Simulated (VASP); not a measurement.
H5C2Cl: single point with PBE+D3(BJ)

H5C2Cl:

```
C H Cl
1.0
     7.17000    0.00000    0.00000
     0.00000    7.17000    0.00000
     0.00000    0.00000    7.17000
C H Cl
6 15 3
Direct
  0.92866 0.06243 0.17632
  0.77600 0.99845 0.10485
  0.23605 0.24986 0.75803
  0.33626 0.12265 0.85483
  0.80106 0.67345 0.56388
  0.63406 0.71121 0.63311
  0.94833 0.04206 0.32863
  0.03410 0.15444 0.10586
  0.67576 0.93720 0.19042
  0.75216 0.02424 0.95314
  0.08040 0.25011 0.73978
  0.30699 0.35943 0.67519
  0.25707 0.01324 0.93636
  0.49976 0.09983 0.85096
  0.93538 0.73448 0.61163
  0.80453 0.60042 0.43245
  0.61406 0.79967 0.76399
  0.50424 0.64748 0.57781
  0.25597 0.87495 0.14946
  0.96619 0.52077 0.96766
  0.65569 0.24862 0.14035
  0.35760 0.89096 0.29728
  0.12649 0.61597 0.98427
  0.58983 0.39181 0.06417
```

```yaml
Program: VASP 6.6.1
Task: single point
Functional: PBE
Dispersion: D3(BJ)
Potentials_or_basis: VASP PAW PBE potentials, release 64 (C, H, Cl)
Cutoff: 520 eV
k_mesh: 1 × 1 × 1
Occupations: fermi-dirac, width 0.02 eV
Spin: no spin polarisation
```

```yaml
Pressure: -0.2 GPa
Largest_force: 3.751 eV/Å
Band_gap_on_the_k_mesh: 4.61 eV
Dispersion_energy_per_atom: -0.048 eV
```

Forces in eV/Å, atoms in the order of the input:
```
C    2.656  1.610  2.102
C   -0.436  0.317 -3.024
C    0.543 -0.323 -0.444
C    0.297 -0.997 -0.403
C    0.641  0.696 -0.488
C   -0.965  0.498  1.841
H    0.223  0.184 -0.512
H   -0.600 -0.818  0.245
H   -1.237 -1.100  0.600
H   -0.199 -0.455  0.700
H    0.934 -0.151  0.555
H   -0.185 -0.386  0.251
H    0.676  0.728 -0.757
H   -2.612  0.767  0.002
H   -0.637 -0.271  0.046
H    0.296 -0.536 -0.319
H    0.192 -0.794 -1.123
H    0.550  0.338  0.053
H   -0.013 -0.024  0.197
H    1.005  0.786  0.155
H    0.620 -1.048  0.582
Cl  -0.145 -0.042  0.237
Cl  -1.226 -0.768 -0.172
Cl  -0.378  1.788 -0.323
```

Stress tensor (GPa, compression positive):
```
-1.03 -0.11  0.48
-0.11  0.52  0.66
 0.48  0.66 -0.05
```

Levels at points of the mesh, in eV from the valence-band top:
```csv
k point,band 28,band 29,band 30,band 31,band 32,band 33
"(0.00, 0.00, 0.00)",-0.78,-0.51,0.00,4.61,4.78,5.07
```

It took 49 s on 1 thread of Intel(R) Xeon(R) Platinum 8259CL CPU @ 2.50GHz (Skylake/Cascade Lake) (shared host), peak memory 0.38 GiB.

Caveat: the k points lie up to 0.88 Å⁻¹ apart.
